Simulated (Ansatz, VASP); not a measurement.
# Hf2Sb3Au in VASP and in Ansatz

```
Au Hf Sb
1.0
     4.00587    0.00000    0.00000
     0.00000    4.00587    0.00000
     0.00000    0.00000    8.61534
Au Hf Sb
1 2 3
Cartesian
  0.0000 0.0000 0.0000
  0.0000 2.0029 6.3076
  2.0029 0.0000 2.3077
  2.0029 2.0029 0.0000
  0.0000 2.0029 3.2535
  2.0029 0.0000 5.3618
```

Alike in both runs: functional PBE; k mesh 5 × 5 × 2; no spin polarisation.

Ansatz relaxed the structure, and its values are those at the end. VASP's run is a single point on that final structure, the one shown.

|  | VASP | Ansatz |
| --- | --- | --- |
| version | VASP 6.6.1 | Ansatz 0.2.0 |
| potentials or method | VASP PAW PBE potentials, release 64 (Au, Hf_pv, Sb), cutoff 520 eV | PAW plane waves |
| occupations | fermi-dirac, width 0.1 eV | fermi-dirac |
| valence electrons in the cell | 46 | 116 |

|  | VASP | Ansatz | Ansatz less VASP |
| --- | --- | --- | --- |
| gap on the k mesh at the Fermi level (eV) | none | none | - |
| pressure (GPa) | -0.3 | 0.0 | +0.32 |
| rms of the force components (eV/Å) | 0.007 | 0.001 | -0.0066 |

A gap of «none» marks a metal or a gap that the smearing closes. VASP's potentials hold 46 valence electrons a cell and Ansatz's 116, so a difference there can come from the potentials and not from the codes.

The k mesh is coarse, so the values compare programs but aren't converged. Spin-orbit coupling is off throughout.
